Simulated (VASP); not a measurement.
Here is a VASP 6.6.1 calculation.

File INCAR:

```
ALGO     = Normal         # electronic algorithm
EDIFF    = 1E-6           # SCF threshold, eV
ENCUT    = 520            # plane-wave cutoff, eV
GGA      = CA             # functional
ISIF     = 2              # what is computed and relaxed
ISMEAR   = 0              # smearing method
LASPH    = T              # aspherical terms in the spheres
LCHARG   = F              # write CHGCAR
LREAL    = F              # projectors in reciprocal space
LWAVE    = F              # write WAVECAR
NBANDS   = 21             # bands
NELM     = 100            # most SCF steps
PREC     = Accurate       # precision mode
SIGMA    = 0.05           # smearing width, eV
```

The input KPOINTS:

```
k-points
0
Gamma
  12 12 3
```

POSCAR

```
C
1.0
    0.0000000000      2.4448680940      0.0000000000
   -2.1172982845      1.2224340470      0.0115975242
   -1.7048259440      1.0186950392      9.9983753332
C
6
Direct
    0.4999997487     -0.1389438814      0.1667332609
    0.8333330820     -0.3611661037      0.8333999276
    0.1666664153      0.2499450074      0.5000665943
    0.5000002513      0.5833605481      0.4999667391
    0.8333335847      0.1944716592      0.1666334057
    0.1666669180     -0.0277505630      0.8333000724
```

Potentials or basis: VASP PAW LDA potentials, release 64 (C).

Command:

```bash
$ cat potpaw_LDA.64/C/POTCAR > POTCAR
$ mpirun -np 1 vasp_std > vasp.out
```

(1) Estimate the largest force.

(2) What does it give for the pressure?

## Answers

(1) 0.016 eV/Å.

(2) 0.8 GPa.

Caveat: the cell differs from its parent crystal (the part above a cut slid along it).
